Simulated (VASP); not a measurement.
# NaH3 (C2/c) in VASP: vibrations by perturbation theory with PBE

Aim: the vibrations by perturbation theory of NaH3 with PBE.

Everything below comes from runs of VASP 6.6.1. Logs are shortened: lines on timing, memory, paths and dates and some standing lists are left out, and cuts for length are marked.

### 1 The cell of the first run

It takes space group C2/c (No. 15, monoclinic). The conventional cell has a = 12.691 Å, b = 4.574 Å, c = 4.571 Å, α = 90.00°, β = 110.52°, γ = 90.00°. Na (site symmetry 2) has 8 H at 2.29 to 3.00 Å within 3.0 Å. Within 1.0 Å of H (site symmetry 1) lie 1 H at 0.75 Å. Within 3.0 Å of H (site symmetry 2) lie 4 Na at 2.29 Å.

### 2 Vibrations by perturbation theory, PBE

Input file INCAR:

```
SYSTEM = NaH3
  PREC = Accurate
  ENCUT = 500
  EDIFF = 1E-8
  ISMEAR = 0
  SIGMA = 0.01
  LREAL = .FALSE.
  LASPH = .TRUE.
  NELM = 120
  ALGO = Normal
  ISIF = 2
  LWAVE = .FALSE.
  LCHARG = .FALSE.
  GGA = PE
  NBANDS = 20
  IBRION = 8
  NSW = 1
  LEPSILON = .TRUE.
  GGA_COMPAT = .FALSE.
  KPAR = 4
```

Input file KPOINTS:

```
regular mesh
0
G
  6 6 6
  0 0 0
```

Input file POSCAR:

```
NaH3
1.0
    6.3452993998     -2.2869553617     -0.0313716655
    6.3452993998      2.2869553617     -0.0313716655
   -1.5812269186      0.0000000000      4.2890243899
Na H
2 6
Direct
    0.2498862454      0.7501137546      0.7500000000
    0.7501137546      0.2498862454      0.2500000000
    0.5558786617      0.9429153420      0.0592855216
    0.7499294960      0.2500705040      0.7500000000
    0.0570846580      0.4441213383      0.4407144784
    0.9429153420      0.5558786617      0.5592855216
    0.4441213383      0.0570846580      0.9407144784
    0.2500705040      0.7499294960      0.2500000000
```

Potentials or basis: VASP PAW PBE potentials, release 64 (Na_pv, H).

Command:

```
$ cat potpaw_PBE.64/Na_pv/POTCAR potpaw_PBE.64/H/POTCAR > POTCAR
$ mpirun -np 4 vasp_std > vasp.out
```

OUTCAR:

```text
SYSTEM = NaH3
   PREC = Accurate
   ENCUT = 500
   EDIFF = 1E-8
   ISMEAR = 0
   LREAL = .FALSE.
   LASPH = .TRUE.
   NELM = 120
   ISIF = 2
   GGA = PE
   IBRION = 8
   NSW = 1
   LEPSILON = .TRUE.

 ion  position               nearest neighbor table
   1  0.250  0.750  0.750-
   2  0.750  0.250  0.250-
   3  0.556  0.943  0.059-   7 0.75
   4  0.750  0.250  0.750-
   5  0.057  0.444  0.441-   6 0.75
   6  0.943  0.556  0.559-   5 0.75
   7  0.444  0.057  0.941-   3 0.75
   8  0.250  0.750  0.250-

  LATTYP: Found a base centered monoclinic cell.
 ALAT       =    12.6907539027
 B/A-ratio  =     0.3604128453
 C/A-ratio  =     0.3602004480
 COS(beta)  =    -0.3505441174

  Lattice vectors:

 A1 = (   6.3452993998,  -2.2869553617,  -0.0313716655)
 A2 = (   6.3452993998,   2.2869553617,  -0.0313716655)
 A3 = (  -1.5812269186,   0.0000000000,   4.2890243899)

Analysis of symmetry for initial positions (statically):
=====================================================================
 Subroutine PRICEL returns:
 Original cell was already a primitive cell.

 Routine SETGRP: Setting up the symmetry group for a
 base centered monoclinic supercell.

 Subroutine GETGRP returns: Found  4 space group operations
 (whereof  2 operations were pure point group operations)
 out of a pool of  4 trial point group operations.

The static configuration has the point symmetry S_2 .
 The point group associated with its full space group is C_2h.

Analysis of symmetry for dynamics (positions and initial velocities):
=====================================================================
 Subroutine PRICEL returns:
 Original cell was already a primitive cell.
[... 886 lines left out ...]

 SECOND DERIVATIVES (NOT SYMMETRIZED)
 ------------------------------------
               1X          1Y          1Z          2X          2Y          2Z          3X          3Y          3Z          4X          4Y          4Z          5X          5Y          5Z          6X          6Y          6Z          7X          7Y          7Z          8X          8Y          8Z
  1X    -0.791379    0.000000    0.624498   -0.199068    0.000000   -0.423278   -0.019633   -0.031589    0.033024    0.424844    0.000000    0.043874   -0.019633    0.031589    0.033024    0.032563   -0.035134   -0.021993    0.032563    0.035134   -0.021993    0.539743    0.000000   -0.267156
  1Y     0.000000   -2.557162    0.000000    0.000000    0.964391    0.000000   -0.039393    0.001337   -0.020481    0.000000    1.264849    0.000000    0.039393    0.001337    0.020481   -0.042919    0.002885   -0.010704    0.042919    0.002885    0.010704    0.000000    0.319478    0.000000
  1Z     0.624425    0.000000   -2.338291   -0.423290    0.000000    0.807937    0.042582   -0.017394    0.032357    0.042885    0.000000    0.336115    0.042582    0.017394    0.032357   -0.030426   -0.007635   -0.024112   -0.030426    0.007635   -0.024112   -0.268333    0.000000    1.177750
  2X    -0.199068    0.000000   -0.423278   -0.791379    0.000000    0.624498    0.032563    0.035134   -0.021993    0.539743    0.000000   -0.267156    0.032563   -0.035134   -0.021993   -0.019633    0.031589    0.033024   -0.019633   -0.031589    0.033024    0.424844    0.000000    0.043874
  2Y     0.000000    0.964391    0.000000    0.000000   -2.557162    0.000000    0.042919    0.002885    0.010704    0.000000    0.319478    0.000000   -0.042919    0.002885   -0.010704    0.039393    0.001337    0.020481   -0.039393    0.001337   -0.020481    0.000000    1.264849    0.000000
  2Z    -0.423290    0.000000    0.807937    0.624425    0.000000   -2.338291   -0.030426    0.007635   -0.024112   -0.268333    0.000000    1.177750   -0.030426   -0.007635   -0.024112    0.042582    0.017394    0.032357    0.042582   -0.017394    0.032357    0.042885    0.000000    0.336115
  3X    -0.013595   -0.039199    0.039539    0.040281    0.043100   -0.032817   -2.664198   -6.213132    6.058986    0.042948   -0.027166   -0.022213   -0.003792   -0.001136    0.006075    0.006460    0.001516   -0.017541    2.612698    6.203886   -6.053043   -0.020803    0.032131    0.021014
  3Y    -0.033456    0.003592   -0.018115    0.037426    0.005136    0.008541   -6.212937  -15.919345   15.581409   -0.048944    0.010437   -0.024538    0.001672    0.055317   -0.003261   -0.001152   -0.021576    0.003364    6.203825   15.854746  -15.560863    0.053566    0.011694    0.013463
  3Z     0.032365   -0.020416    0.035006   -0.026751    0.010768   -0.023068    6.058946   15.581808  -15.453499   -0.045833   -0.016677   -0.018751    0.006057    0.003066   -0.017961   -0.017535   -0.003199    0.047103   -6.053039  -15.560999   15.390770    0.045790    0.005648    0.040399
  4X     0.431554    0.000000    0.040239    0.546393    0.000000   -0.270926    0.042911   -0.048866   -0.045729   -0.732312    0.000000    0.599625    0.042911    0.048866   -0.045729   -0.020949   -0.053361    0.045919   -0.020949    0.053361    0.045919   -0.289559    0.000000   -0.369319
  4Y     0.000000    1.267461    0.000000    0.000000    0.322234    0.000000   -0.027367    0.010851   -0.016735    0.000000   -2.349201    0.000000    0.027367    0.010851    0.016735   -0.031940    0.012174   -0.005580    0.031940    0.012174    0.005580    0.000000    0.713454    0.000000
  4Z     0.041251    0.000000    0.337321   -0.269722    0.000000    1.178868   -0.022100   -0.024637   -0.019409    0.599679    0.000000   -2.131816   -0.022100    0.024637   -0.019409    0.021151   -0.013402    0.039671    0.021151    0.013402    0.039671   -0.369310    0.000000    0.575103
  5X    -0.013595    0.039199    0.039539    0.040281   -0.043100   -0.032817   -0.003792    0.001136    0.006075    0.042948    0.027166   -0.022213   -2.664198    6.213132    6.058986    2.612698   -6.203886   -6.053043    0.006460   -0.001516   -0.017541   -0.020803   -0.032131    0.021014
  5Y     0.033456    0.003592    0.018115   -0.037426    0.005136   -0.008541   -0.001672    0.055317    0.003261    0.048944    0.010437    0.024538    6.212937  -15.919345  -15.581409   -6.203825   15.854746   15.560863    0.001152   -0.021576   -0.003364   -0.053566    0.011694   -0.013463
  5Z     0.032365    0.020416    0.035006   -0.026751   -0.010768   -0.023068    0.006057   -0.003066   -0.017961   -0.045833    0.016677   -0.018751    6.058946  -15.581808  -15.453499   -6.053039   15.560999   15.390770   -0.017535    0.003199    0.047103    0.045790   -0.005648    0.040399
  6X     0.040281   -0.043100   -0.032817   -0.013595    0.039199    0.039539    0.006460   -0.001516   -0.017541   -0.020803   -0.032131    0.021014    2.612698   -6.203886   -6.053043   -2.664198    6.213132    6.058986   -0.003792    0.001136    0.006075    0.042948    0.027166   -0.022213
  6Y    -0.037426    0.005136   -0.008541    0.033456    0.003592    0.018115    0.001152   -0.021576   -0.003364   -0.053566    0.011694   -0.013463   -6.203825   15.854746   15.560863    6.212937  -15.919345  -15.581409   -0.001672    0.055317    0.003261    0.048944    0.010437    0.024538
  6Z    -0.026751   -0.010768   -0.023068    0.032365    0.020416    0.035006   -0.017535    0.003199    0.047103    0.045790   -0.005648    0.040399   -6.053039   15.560999   15.390770    6.058946  -15.581808  -15.453499    0.006057   -0.003066   -0.017961   -0.045833    0.016677   -0.018751
  7X     0.040281    0.043100   -0.032817   -0.013595   -0.039199    0.039539    2.612698    6.203886   -6.053043   -0.020803    0.032131    0.021014    0.006460    0.001516   -0.017541   -0.003792   -0.001136    0.006075   -2.664198   -6.213132    6.058986    0.042948   -0.027166   -0.022213
  7Y     0.037426    0.005136    0.008541   -0.033456    0.003592   -0.018115    6.203825   15.854746  -15.560863    0.053566    0.011694    0.013463   -0.001152   -0.021576    0.003364    0.001672    0.055317   -0.003261   -6.212937  -15.919345   15.581409   -0.048944    0.010437   -0.024538
  7Z    -0.026751    0.010768   -0.023068    0.032365   -0.020416    0.035006   -6.053039  -15.560999   15.390770    0.045790    0.005648    0.040399   -0.017535   -0.003199    0.047103    0.006057    0.003066   -0.017961    6.058946   15.581808  -15.453499   -0.045833   -0.016677   -0.018751
  8X     0.546393    0.000000   -0.270926    0.431554    0.000000    0.040239   -0.020949    0.053361    0.045919   -0.289559    0.000000   -0.369319   -0.020949   -0.053361    0.045919    0.042911    0.048866   -0.045729    0.042911   -0.048866   -0.045729   -0.732312    0.000000    0.599625
  8Y     0.000000    0.322234    0.000000    0.000000    1.267461    0.000000    0.031940    0.012174    0.005580    0.000000    0.713454    0.000000   -0.031940    0.012174   -0.005580    0.027367    0.010851    0.016735   -0.027367    0.010851   -0.016735    0.000000   -2.349201    0.000000
  8Z    -0.269722    0.000000    1.178868    0.041251    0.000000    0.337321    0.021151    0.013402    0.039671   -0.369310    0.000000    0.575103    0.021151   -0.013402    0.039671   -0.022100    0.024637   -0.019409   -0.022100   -0.024637   -0.019409    0.599679    0.000000   -2.131816

 Eigenvectors and eigenvalues of the dynamical matrix
 ----------------------------------------------------

   1 f  =  128.320753 THz   806.263071 2PiTHz 4280.319592 cm-1   530.691754 meV
             X         Y         Z           dx          dy          dz
      5.159379  1.143998  3.185397    -0.000310    0.000000   -0.000114
      5.949993 -1.143998  1.040884     0.000310    0.000000    0.000114
      9.416553  0.885136  0.207257    -0.134642   -0.343150    0.337816
      5.159379 -1.143155  3.185397     0.000132    0.000000    0.000032
      2.483433  0.885136  1.874511    -0.134642    0.343150    0.337816
      8.625939 -0.885136  2.351770     0.134642   -0.343150   -0.337816
      1.692819 -0.885136  4.019024     0.134642    0.343150   -0.337816
      5.949993  1.143155  1.040884    -0.000132   -0.000000   -0.000032
[... 243 lines left out ...]
  24 f/i=    4.463262 THz    28.043503 2PiTHz  148.878400 cm-1    18.458561 meV
             X         Y         Z           dx          dy          dz
      5.159379  1.143998  3.185397     0.000128   -0.000000    0.001916
      5.949993 -1.143998  1.040884    -0.000128   -0.000000   -0.001916
      9.416553  0.885136  0.207257     0.080829   -0.216333   -0.187646
      5.159379 -1.143155  3.185397     0.533190   -0.000000    0.196512
      2.483433  0.885136  1.874511     0.080829    0.216333   -0.187646
      8.625939 -0.885136  2.351770    -0.080829   -0.216333    0.187646
      1.692819 -0.885136  4.019024    -0.080829    0.216333    0.187646
      5.949993  1.143155  1.040884    -0.533190   -0.000000   -0.196512

--------------------------------------------------------------------------------------------------------

 MACROSCOPIC STATIC DIELECTRIC TENSOR IONIC CONTRIBUTION
 ------------------------------------------------------
           1.545175     0.000000    -0.060557
           0.000000     1.666935    -0.000000
          -0.060557    -0.000000     1.628364
 ------------------------------------------------------

 ELASTIC MODULI CONTR FROM IONIC RELAXATION (kBar)
 Direction    XX          YY          ZZ          XY          YZ          ZX
 --------------------------------------------------------------------------------
 XX          -8.6855    -16.4338    -14.9886      0.0000     -0.0000     13.6206
 YY         -16.4338   -116.6711    -95.4693      0.0000     -0.0000     36.0985
 ZZ         -14.9886    -95.4693   -111.7139      0.0000     -0.0000     36.7832
 XY           0.0000      0.0000      0.0000    -25.1137     38.1108     -0.0000
 YZ          -0.0000     -0.0000     -0.0000     38.1108   -105.3526      0.0000
 ZX          13.6206     36.0985     36.7832     -0.0000      0.0000    -23.4141
 --------------------------------------------------------------------------------

 PIEZOELECTRIC TENSOR IONIC CONTR  for field in x, y, z        (C/m^2)
          XX          YY          ZZ          XY          YZ          ZX
  --------------------------------------------------------------------------------
  x     0.00000    -0.00000    -0.00000     0.00000    -0.00000    -0.00000
  y    -0.00000    -0.00000    -0.00000     0.00000    -0.00000     0.00000
  z     0.00000     0.00000     0.00000    -0.00000     0.00000    -0.00000
```

It took 18 min on 4 MPI ranks of Intel Xeon 6975P-C (Granite Rapids), shared host; peak memory 0.81 GiB.

Results:

```yaml
Electronic_dielectric_tensor_diagonal: 2.04, 2.17, 2.16
Born_charges_mean_of_the_diagonal: Na +0.87; H -0.01, -0.85 e
Highest_phonon_frequency_at_Γ_LO-TO_splitting_left_out: 4280 cm⁻¹
Most_unstable_mode: 149i cm⁻¹
```

Phonon frequencies in cm⁻¹ (negative: imaginary):
```tsv
q point	frequencies
(0.000, 0.000, 0.000)	-149 -7 -2 -1 51 83 84 114 120 124 170 170 192 193 325 349 351 515 681 682 915 915 4276 4280
```

Electronic dielectric tensor:
```
 2.04  0.00 -0.05
 0.00  2.17  0.00
-0.05  0.00  2.16
```

Born effective charge tensors (e):
atom 1, Na
```
 0.73  0.00 -0.08
 0.00  0.95  0.00
-0.08  0.00  0.92
```
atom 2, Na
```
 0.73  0.00 -0.08
 0.00  0.95  0.00
-0.08  0.00  0.92
```
atom 3, H
```
-0.02  0.00 -0.01
 0.00  0.00 -0.01
-0.01 -0.01  0.00
```
atom 4, H
```
-0.69  0.00  0.10
 0.00 -0.96  0.00
 0.10  0.00 -0.92
```
atom 5, H
```
-0.02  0.00 -0.01
 0.00  0.00  0.01
-0.01  0.01  0.00
```
atom 6, H
```
-0.02  0.00 -0.01
 0.00  0.00  0.01
-0.01  0.01  0.00
```
atom 7, H
```
-0.02  0.00 -0.01
 0.00  0.00 -0.01
-0.01 -0.01  0.00
```
atom 8, H
```
-0.69  0.00  0.10
 0.00 -0.96  0.00
 0.10  0.00 -0.92
```

Caveat: some modes are imaginary.
